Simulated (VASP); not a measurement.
# GdN (Fm-3m) in VASP: a series of runs

Runs on GdN. Level: PBE. Tasks: single point.

Everything below comes from runs of VASP 6.6.1. Logs are shortened: lines on timing, memory, paths and dates and some standing lists are left out, and cuts for length are marked.

## Step 1: The cell of the first run

It takes space group Fm-3m (No. 225, cubic). Conventional cell: a = 4.917 Å, b = 4.917 Å, c = 4.917 Å, α = 90.00°, β = 90.00°, γ = 90.00°. Gd (site symmetry m-3m) has 6 N at 2.46 Å within 3.2 Å. N (site symmetry m-3m) has 6 Gd at 2.46 Å within 3.2 Å.

## Step 2: Single point, PBE, collinear spin, ferromagnetic start (14.86 Å³/atom)

Contents of INCAR:

```
SYSTEM = GdN
  PREC = Accurate
  ENCUT = 520
  EDIFF = 1E-6
  ISMEAR = 0
  SIGMA = 0.05
  LREAL = .False.
  LASPH = .True.
  NELM = 150
  ALGO = Normal
  ISIF = 2
  LWAVE = .False.
  LCHARG = .False.
  ISPIN = 2
  MAGMOM = 7.54 0
  LORBIT = 11
  LMAXMIX = 6
  GGA = PE
  NBANDS = 22
```

Contents of KPOINTS:

```
Automatic mesh
0
Gamma
  12 12 12
  0 0 0
```

Contents of POSCAR:

```
GdN
1.0
    0.0000000000      2.4586016841      2.4586016841
    2.4586016841      0.0000000000      2.4586016841
    2.4586016841      2.4586016841      0.0000000000
Gd N
1 1
Direct
    0.0000000000      0.0000000000      0.0000000000
    0.5000000000      0.5000000000      0.5000000000
```

Potentials or basis: VASP PAW PBE potentials, release 64 (Gd, N).

Command:

```
> cat potpaw_PBE.64/Gd/POTCAR potpaw_PBE.64/N/POTCAR > POTCAR
> mpirun -np 1 vasp_std > vasp.out
```

OUTCAR:

```text
SYSTEM = GdN
   PREC = Accurate
   ENCUT = 520
   EDIFF = 1E-6
   ISMEAR = 0
   LREAL = .False.
   LASPH = .True.
   NELM = 150
   ISIF = 2
   ISPIN = 2
   LORBIT = 11
   GGA = PE

 ion  position               nearest neighbor table
   1  0.000  0.000  0.000-   2 2.46   2 2.46   2 2.46   2 2.46   2 2.46   2 2.46
   2  0.500  0.500  0.500-   1 2.46   1 2.46   1 2.46   1 2.46   1 2.46   1 2.46

  LATTYP: Found a face centered cubic cell.
 ALAT       =     4.9172033682

  Lattice vectors:

 A1 = (   0.0000000000,   2.4586016841,   2.4586016841)
 A2 = (   2.4586016841,   0.0000000000,   2.4586016841)
 A3 = (   2.4586016841,   2.4586016841,   0.0000000000)

Analysis of symmetry for initial positions (statically):
=====================================================================
 Subroutine PRICEL returns:
 Original cell was already a primitive cell.

 Routine SETGRP: Setting up the symmetry group for a
 face centered cubic supercell.

 Subroutine GETGRP returns: Found 48 space group operations
 (whereof 48 operations were pure point group operations)
 out of a pool of 48 trial point group operations.

The static configuration has the point symmetry O_h .

Analysis of symmetry for dynamics (positions and initial velocities):
=====================================================================
 Subroutine PRICEL returns:
 Original cell was already a primitive cell.

 Routine SETGRP: Setting up the symmetry group for a
 face centered cubic supercell.

 Subroutine GETGRP returns: Found 48 space group operations
 (whereof 48 operations were pure point group operations)
 out of a pool of 48 trial point group operations.

The dynamic configuration has the point symmetry O_h .

Analysis of structural, dynamic, and magnetic symmetry:
=====================================================================
 Subroutine PRICEL returns:
 Original cell was already a primitive cell.

 Routine SETGRP: Setting up the symmetry group for a
 face centered cubic supercell.

 Subroutine GETGRP returns: Found 48 space group operations
 (whereof 48 operations were pure point group operations)
 out of a pool of 48 trial point group operations.

The overall configuration has the point symmetry O_h .

 Subroutine INISYM returns: Found 48 space group operations
 (whereof 48 operations are pure point group operations),
 and found     1 'primitive' translations

----------------------------------------------------------------------------------------

                                     Primitive cell

  volume of cell :      29.7231

  direct lattice vectors                    reciprocal lattice vectors
     0.000000000  2.458601684  2.458601684    -0.203367631  0.203367631  0.203367631
     2.458601684  0.000000000  2.458601684     0.203367631 -0.203367631  0.203367631
     2.458601684  2.458601684  0.000000000     0.203367631  0.203367631 -0.203367631

  length of vectors
     3.476987846  3.476987846  3.476987846     0.352243069  0.352243069  0.352243069

  position of ions in fractional coordinates (direct lattice)
     0.000000000  0.000000000  0.000000000
     0.500000000  0.500000000  0.500000000

  ion indices of the primitive-cell ions
   primitive index   ion index
                 1           1
                 2           2

----------------------------------------------------------------------------------------

 KPOINTS: Automatic mesh

Automatic generation of k-mesh.
 Grid dimensions read from file:
 generate k-points for:   12   12   12

 Generating k-lattice:

  Cartesian coordinates                     Fractional coordinates (reciprocal lattice)
    -0.016947303  0.016947303  0.016947303     0.083333333  0.000000000  0.000000000
     0.016947303 -0.016947303  0.016947303     0.000000000  0.083333333  0.000000000
     0.016947303  0.016947303 -0.016947303     0.000000000  0.000000000  0.083333333

  Length of vectors
     0.029353589  0.029353589  0.029353589

  Shift w.r.t. Gamma in fractional coordinates (k-lattice)
     0.000000000  0.000000000  0.000000000

[... 44 lines left out ...]
 NGX is ok and might be reduce to    28
   NGX = 13   NGY = 13   NGZ = 13

 number of electron      23.0000001 magnetization       7.0002655

 Free energy of the ion-electron system (eV)
  ---------------------------------------------------
  ext. energy  EPLUGINS =         0.00000000
  ---------------------------------------------------
  free energy    TOTEN  =       -23.19047498 eV

  energy without entropy =      -23.19038486  energy(sigma->0) =      -23.19042992

 E-fermi :   4.2253     XC(G=0): -11.8004

 val. band max:        4.1866622411   @ k =   0.3333   0.3333   0.0000
 cond. band min:       4.2703164371   @ k =   0.0833   0.0833   0.0000
 fundamental gap:      0.0836541959
 Fermi energy:         4.2252864546

 spin component 1

 k-point     1 :       0.0000    0.0000    0.0000
  band No.  band energies     occupation
      1     -39.4659      1.00000
      2     -16.4242      1.00000
      3     -16.4242      1.00000
      4     -16.4242      1.00000
      5      -9.0106      1.00000
      6       0.6386      1.00000
[... 14 lines left out ...]
     21       8.9305      0.00000
     22      14.9748      0.00000
[... 552 lines left out ...]
  band No.  band energies     occupation
      1     -39.3438      1.00000
      2     -17.6147      1.00000
      3     -16.7539      1.00000
      4     -16.5725      1.00000
      5      -7.4339      1.00000
      6       0.1612      1.00000
[... 14 lines left out ...]
     21      14.7474      0.00000
     22      16.8519      0.00000

 [... further k-points ...]

 spin component 2

 k-point     1 :       0.0000    0.0000    0.0000
  band No.  band energies     occupation
      1     -36.3764      1.00000
      2     -14.1761      1.00000
      3     -14.1761      1.00000
      4     -14.1761      1.00000
      5      -8.9930      1.00000
      6       3.2528      1.00000
[... 14 lines left out ...]
     21       9.9064      0.00000
     22      15.9997      0.00000
[... 552 lines left out ...]
  band No.  band energies     occupation
      1     -36.2191      1.00000
      2     -15.7380      1.00000
      3     -14.5796      1.00000
      4     -14.3477      1.00000
      5      -7.2566      1.00000
      6       0.5484      1.00000
[... 14 lines left out ...]
     21      15.8878      0.00000
     22      17.7663      0.00000

 [... further k-points ...]

------------------------ aborting loop because EDIFF is reached ----------------------------------------

  FORCE on cell =-STRESS in cart. coord.  units (eV):
  Direction    XX          YY          ZZ          XY          YZ          ZX
  --------------------------------------------------------------------------------------
  -------------------------------------------------------------------------------------
  Total        1.2336639      1.2336639      1.2336639      0.0000000      0.0000000      0.0000000
  in kB       66.4986657     66.4986657     66.4986657      0.0000000      0.0000000      0.0000000
  external PRESSURE =      66.4986657 kB  Pullay stress =       0.0000000 kB

 VOLUME and BASIS-vectors are now :
 -----------------------------------------------------------------------------
  energy-cutoff  :      520.00
  volume of cell :       29.72
      direct lattice vectors                 reciprocal lattice vectors
     0.000000000  2.458601684  2.458601684    -0.203367631  0.203367631  0.203367631
     2.458601684  0.000000000  2.458601684     0.203367631 -0.203367631  0.203367631
     2.458601684  2.458601684  0.000000000     0.203367631  0.203367631 -0.203367631

 POSITION                                       TOTAL-FORCE (eV/Angst)
 -----------------------------------------------------------------------------------
      0.00000      0.00000      0.00000         0.000000     -0.000000      0.000000
      2.45860      2.45860      2.45860        -0.000000      0.000000     -0.000000
 -----------------------------------------------------------------------------------
    total drift:                                0.000000      0.000000      0.000000

  FREE ENERGIE OF THE ION-ELECTRON SYSTEM (eV)
  ---------------------------------------------------
  free  energy   TOTEN  =       -23.1904749799 eV

  energy  without entropy=      -23.1903848552  energy(sigma->0) =      -23.19042992

 total charge

# of ion       s       p       d       f       tot
--------------------------------------------------
    1        2.037   5.671   0.560   6.998  15.266
    2        1.252   2.403   0.000   0.000   3.656
--------------------------------------------------
tot          3.289   8.074   0.560   6.998  18.921

 magnetization (x)

# of ion       s       p       d       f       tot
--------------------------------------------------
    1       -0.005  -0.080   0.089   6.800   6.803
    2       -0.008  -0.083   0.000   0.000  -0.091
--------------------------------------------------
tot         -0.013  -0.163   0.089   6.800   6.713
```

It took 2.7 min on 1 thread of Intel Xeon 6975P-C (Granite Rapids), shared host; peak memory 0.25 GiB.

Results:

```
Free energy                                           : -23.1905 eV
Pressure                                              : 6.6 GPa
Band gap on the k mesh                                : zero (filled and empty bands overlap)
Net moment                                            : 7.00 μB per cell
Site moments                                          : Gd +6.80; N -0.09 μB
Valence electrons inside the program's atomic spheres : Gd 15.27; N 3.66
```

Levels at points of the mesh, in eV from the Fermi level:
Spin up:
```
           k point  band 11  band 12  band 13  band 14  band 15  band 16  band 17  band 18  band 19  band 20
(0.00, 0.00, 0.00)    -3.11    -3.11     0.26     0.26     0.26     2.47     2.47     2.47     3.48     4.71
(0.50, 0.00, 0.00)    -3.14    -3.10    -3.10    -2.78    -2.78     5.22     6.03     6.03     6.85    10.34
(0.50, 0.50, 0.00)    -3.18    -3.17    -1.44    -0.64    -0.18    -0.18     6.69     6.89     7.86     7.86
```
Spin down:
| k point | band 4 | band 5 | band 6 | band 7 | band 8 | band 9 | band 10 | band 11 | band 12 | band 13 |
| --- | --- | --- | --- | --- | --- | --- | --- | --- | --- | --- |
| (0.00, 0.00, 0.00) | -18.40 | -13.22 | -0.97 | -0.97 | -0.97 | 1.74 | 2.33 | 2.33 | 2.33 | 3.00 |
| (0.50, 0.00, 0.00) | -18.52 | -11.09 | -4.27 | -2.65 | -2.65 | 1.89 | 2.00 | 2.00 | 2.26 | 2.26 |
| (0.50, 0.50, 0.00) | -18.89 | -12.97 | -1.07 | -0.87 | -0.87 | 0.10 | 2.05 | 2.12 | 2.17 | 2.17 |

Caveat: the cell stands under pressure; spin-orbit coupling is left out, which moves the levels of the heavy elements; a cell with one magnetic atom can't hold antiferromagnetic order, which such compounds often take; semilocal functionals describe open f shells poorly, which spoils levels, moments and volumes.

## Step 3: Single point, PBE, collinear spin, ferromagnetic start (15.17 Å³/atom)

This run uses another cell than the first one, of 15.17 Å³/atom.

Contents of INCAR:

```
SYSTEM = GdN
PREC = Accurate
ENCUT = 520
EDIFF = 1E-6
ISMEAR = 0
SIGMA = 0.05
LREAL = .FALSE.
LASPH = .TRUE.
NELM = 150
ALGO = Normal
ISIF = 2
LWAVE = .FALSE.
LCHARG = .FALSE.
ISPIN = 2
MAGMOM = 7.55 0
LORBIT = 11
LMAXMIX = 6
GGA = PE
NBANDS = 22
```

Contents of KPOINTS:

```
Automatic mesh
0
G
  12 12 12
  0 0 0
```

Contents of POSCAR:

```
GdN
1.0
    0.0000000000      2.4755580936      2.4755580936
    2.4755580936      0.0000000000      2.4755580936
    2.4755580936      2.4755580936      0.0000000000
Gd N
1 1
Direct
    0.0000000000      0.0000000000      0.0000000000
    0.5000000000      0.5000000000      0.5000000000
```

Potentials or basis: VASP PAW PBE potentials, release 64 (Gd, N).

Command:

```
> cat potpaw_PBE.64/Gd/POTCAR potpaw_PBE.64/N/POTCAR > POTCAR
> mpirun -np 1 vasp_std > vasp.out
```

Wall time 2.5 min (1 thread of Intel Xeon 6975P-C (Granite Rapids), shared host); peak memory 0.26 GiB.

The run converged. Its results:

```yaml
Free_energy: -23.2098 eV
Pressure: 3.1 GPa
Band_gap_on_the_k_mesh: zero (filled and empty bands overlap)
Net_moment: 7.00 μB per cell
Site_moments: Gd +6.80; N -0.09 μB
Valence_electrons_inside_the_program's_atomic_spheres: Gd 15.25; N 3.65
```

Levels at points of the mesh, in eV from the Fermi level:
Spin up:
| k point | band 11 | band 12 | band 13 | band 14 | band 15 | band 16 | band 17 | band 18 | band 19 | band 20 |
| --- | --- | --- | --- | --- | --- | --- | --- | --- | --- | --- |
| (0.00, 0.00, 0.00) | -3.18 | -3.18 | 0.22 | 0.22 | 0.22 | 2.46 | 2.46 | 2.46 | 3.31 | 4.64 |
| (0.50, 0.00, 0.00) | -3.21 | -3.18 | -3.17 | -2.71 | -2.71 | 5.13 | 5.92 | 5.92 | 6.72 | 10.11 |
| (0.50, 0.50, 0.00) | -3.25 | -3.24 | -1.48 | -0.58 | -0.22 | -0.22 | 6.57 | 6.68 | 7.70 | 7.70 |
Spin down:
```
           k point  band 5  band 6  band 7  band 8  band 9  band 10  band 11  band 12
(0.00, 0.00, 0.00)  -13.16   -0.95   -0.95   -0.95    1.70     2.26     2.26     2.26
(0.50, 0.00, 0.00)  -11.14   -4.20   -2.58   -2.58    1.84     1.94     1.94     2.19
(0.50, 0.50, 0.00)  -12.90   -1.12   -0.87   -0.87    0.14     1.99     2.05     2.11
```

Caveat: the cell stands under pressure; spin-orbit coupling is left out, which moves the levels of the heavy elements; a cell with one magnetic atom can't hold antiferromagnetic order, which such compounds often take; semilocal functionals describe open f shells poorly, which spoils levels, moments and volumes. With open d or f shells a metallic result of PBE can be an artefact of self-interaction; +U or a hybrid may open a gap.

## Step 4: Single point, PBE, collinear spin, ferromagnetic start (15.48 Å³/atom)

This run uses another cell than the first one, of 15.48 Å³/atom.

Contents of INCAR:

```
PREC = Accurate
ENCUT = 520
EDIFF = 1E-7
ISMEAR = 0
SIGMA = 0.05
LREAL = False
LASPH = True
NELM = 150
ALGO = Normal
ISIF = 2
LWAVE = False
LCHARG = True
ISPIN = 2
MAGMOM = 7.55 0
LORBIT = 11
LMAXMIX = 6
GGA = PE
LELF = True
LVHAR = True
NBANDS = 22
```

Contents of KPOINTS:

```
Automatic mesh
0
Gamma
  12 12 12
```

Contents of POSCAR:

```
GdN
1.0
    0.0000000000      2.4922853449      2.4922853449
    2.4922853449      0.0000000000      2.4922853449
    2.4922853449      2.4922853449      0.0000000000
Gd N
1 1
Direct
    0.0000000000      0.0000000000      0.0000000000
    0.5000000000      0.5000000000      0.5000000000
```

Command:

```
> cat potpaw_PBE.64/Gd/POTCAR potpaw_PBE.64/N/POTCAR > POTCAR
> mpirun -np 1 vasp_std > vasp.out
```

Run time: 3.2 min. Hardware: 1 thread of Intel Xeon 6975P-C (Granite Rapids), shared host; peak memory 0.26 GiB.

It converged, with:

```
Free energy                                           : -23.2164 eV
Pressure                                              : 0.0 GPa
Band gap on the k mesh                                : zero (filled and empty bands overlap)
Net moment                                            : 7.00 μB per cell
Site moments                                          : Gd +6.80; N -0.08 μB
Valence electrons inside the program's atomic spheres : Gd 15.23; N 3.63
```

Levels at points of the mesh, in eV from the Fermi level:
Spin up:
```tsv
k point	band 11	band 12	band 13	band 14	band 15	band 16	band 17	band 18	band 19	band 20
(0.00, 0.00, 0.00)	-3.26	-3.26	0.20	0.20	0.20	2.45	2.45	2.45	3.16	4.57
(0.50, 0.00, 0.00)	-3.28	-3.25	-3.25	-2.63	-2.63	5.05	5.82	5.82	6.59	9.90
(0.50, 0.50, 0.00)	-3.32	-3.31	-1.51	-0.52	-0.24	-0.24	6.45	6.49	7.54	7.54
```
Spin down:
```
           k point  band 5  band 6  band 7  band 8  band 9  band 10  band 11  band 12
(0.00, 0.00, 0.00)  -13.10   -0.92   -0.92   -0.92    1.65     2.19     2.19     2.19
(0.50, 0.00, 0.00)  -11.18   -4.14   -2.51   -2.51    1.78     1.88     1.88     2.12
(0.50, 0.50, 0.00)  -12.82   -1.17   -0.86   -0.86    0.19     1.93     1.99     2.04
```

Caveat: spin-orbit coupling is left out, which moves the levels of the heavy elements; a cell with one magnetic atom can't hold antiferromagnetic order, which such compounds often take; semilocal functionals describe open f shells poorly, which spoils levels, moments and volumes. The state reached can hang on the start; a lower one may exist.

## Step 5: Single point, PBE, collinear spin, ferromagnetic start

This run uses another cell than the first one, of 15.48 Å³/atom.

Contents of INCAR:

```
SYSTEM = GdN
ALGO = Normal
EDIFF = 1E-6
ENCUT = 520
GGA = PE
ISIF = 2
ISMEAR = 0
ISPIN = 2
LASPH = .True.
LCHARG = .False.
LMAXMIX = 6
LORBIT = 11
LREAL = .False.
LWAVE = .False.
MAGMOM = 7.55 0
NBANDS = 22
NELM = 150
PREC = Accurate
SIGMA = 0.05
```

Contents of KPOINTS:

```
k-points
0
Gamma
  12 12 12
  0 0 0
```

POSCAR is that of step 4.

Command:

```
> cat potpaw_PBE.64/Gd/POTCAR potpaw_PBE.64/N/POTCAR > POTCAR
> mpirun -np 1 vasp_std > vasp.out
```

Run time: 3.3 min. Hardware: 1 thread of Intel Xeon 6975P-C (Granite Rapids), shared host; peak memory 0.24 GiB.

The run converged. Its results:

- Free energy: -23.2164 eV
- Pressure: 0.1 GPa
- Band gap on the k mesh: zero (filled and empty bands overlap)
- Net moment: 7.00 μB per cell
- Site moments: Gd +6.80; N -0.08 μB
- Valence electrons inside the program's atomic spheres: Gd 15.23; N 3.63

Levels at points of the mesh, in eV from the Fermi level:
Spin up:
| k point | band 11 | band 12 | band 13 | band 14 | band 15 | band 16 | band 17 | band 18 | band 19 | band 20 |
| --- | --- | --- | --- | --- | --- | --- | --- | --- | --- | --- |
| (0.00, 0.00, 0.00) | -3.26 | -3.26 | 0.20 | 0.20 | 0.20 | 2.45 | 2.45 | 2.45 | 3.16 | 4.57 |
| (0.50, 0.00, 0.00) | -3.28 | -3.25 | -3.25 | -2.63 | -2.63 | 5.05 | 5.82 | 5.82 | 6.59 | 9.90 |
| (0.50, 0.50, 0.00) | -3.32 | -3.32 | -1.51 | -0.52 | -0.24 | -0.24 | 6.45 | 6.49 | 7.54 | 7.54 |
Spin down:
```csv
k point,band 6,band 7,band 8,band 9,band 10,band 11
"(0.00, 0.00, 0.00)",-0.92,-0.92,-0.92,1.65,2.19,2.19
"(0.50, 0.00, 0.00)",-4.14,-2.51,-2.51,1.78,1.88,1.88
"(0.50, 0.50, 0.00)",-1.17,-0.86,-0.86,0.19,1.93,1.99
```

Caveat: spin-orbit coupling is left out, which moves the levels of the heavy elements; a cell with one magnetic atom can't hold antiferromagnetic order, which such compounds often take; semilocal functionals describe open f shells poorly, which spoils levels, moments and volumes. With open d or f shells a metallic result of PBE can be an artefact of self-interaction; +U or a hybrid may open a gap.

## Step 6: Summary

| cell | gap on the mesh (eV) | pressure (GPa) | moment (μB) |
| --- | --- | --- | --- |
| a = 3.477 Å, angles 60.0°, 2 atoms | none | 6.6 | 7.00 |
| a = 3.501 Å, angles 60.0°, 2 atoms | none | 3.1 | 7.00 |
| a = 3.525 Å, angles 60.0°, 2 atoms | none | 0.1 | 7.00 |

Alike in all rows: task single point; level PBE; potentials or basis VASP PAW PBE potentials, release 64 (Gd, N); spin collinear, ferromagnetic start; k mesh 12 × 12 × 12; cutoff (eV) 520; smearing gaussian 0.05 eV.

Caveats: spin-orbit coupling is left out, which moves the levels of the heavy elements; a cell with one magnetic atom can't hold antiferromagnetic order, which such compounds often take; semilocal functionals describe open f shells poorly, which spoils levels, moments and volumes; the cell stands under pressure (at least some runs).

Total energies depend on the potentials used, so only differences within one code and one set of settings carry meaning.

The gap in the log of VASP goes by the Fermi energy; the results here count the filled bands.